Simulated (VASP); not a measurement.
Here is a VASP 6.6.1 calculation.

Contents of POSCAR:

```
Ni
1.0
   -1.3837154700      1.3837154700      1.3837154700
    1.3837154700     -1.3837154700      1.3837154700
    1.3837154700      1.3837154700     -1.3837154700
Ni
1
Direct
    0.0000000000      0.0000000000      0.0000000000
```

File INCAR.step1:

```
SYSTEM = Ni
PREC     = Accurate       ! precision mode
ENCUT    = 520            ! plane-wave cutoff, eV
ISMEAR   = 0              ! smearing method
SIGMA    = 0.1            ! smearing width, eV
LREAL    = .FALSE.        ! projectors in reciprocal space
LASPH    = .TRUE.         ! aspherical terms in the spheres
NELM     = 150            ! most SCF steps
ISPIN    = 2              ! spin polarisation
MAGMOM   = 2              ! initial moments
LMAXMIX  = 4              ! l up to which the mixer works
NBANDS   = 15             ! bands
GGA      = PE             ! functional
ALGO     = Normal         ! electronic algorithm
EDIFF    = 1E-4           ! SCF threshold, eV
LWAVE    = .TRUE.         ! write WAVECAR
LCHARG   = .FALSE.        ! write CHGCAR
```

The input INCAR.step2:

```
SYSTEM = Ni
PREC     = Accurate       ! precision mode
ENCUT    = 520            ! plane-wave cutoff, eV
EDIFF    = 1E-7           ! SCF threshold, eV
ISMEAR   = 0              ! smearing method
SIGMA    = 0.1            ! smearing width, eV
LREAL    = .FALSE.        ! projectors in reciprocal space
LASPH    = .TRUE.         ! aspherical terms in the spheres
NELM     = 150            ! most SCF steps
ALGO     = Normal         ! electronic algorithm
ISIF     = 2              ! what is computed and relaxed
LWAVE    = .FALSE.        ! write WAVECAR
LCHARG   = .TRUE.         ! write CHGCAR
ISPIN    = 2              ! spin polarisation
MAGMOM   = 2              ! initial moments
LORBIT   = 11             ! projections on sites
LMAXMIX  = 4              ! l up to which the mixer works
METAGGA  = R2SCAN         ! meta-GGA
LMIXTAU  = .TRUE.       
LELF     = .TRUE.         ! ELF
LVHAR    = .TRUE.       
NBANDS   = 15             ! bands
ISTART   = 1
```

Contents of KPOINTS:

```
regular mesh
0
G
  10 10 10
  0 0 0
```

Potentials or basis: VASP PAW PBE potentials, release 64 (Ni).

The run is started by

```sh
$ cat potpaw_PBE.64/Ni/POTCAR > POTCAR
$ cp INCAR.step1 INCAR
$ mpirun -np 1 vasp_std > vasp.out
$ cp INCAR.step2 INCAR
$ mpirun -np 1 vasp_std > vasp.out
```

Task: Predict the pressure.

Result: 0.3 GPa.

Task: What does it give for the net moment?

Result: 0.64 μB per cell.

Task: Predict the site moments.

Result: Ni +0.66 μB.

Caveat: the PAW data sets were made with another functional, which shifts forces and pressure a little.
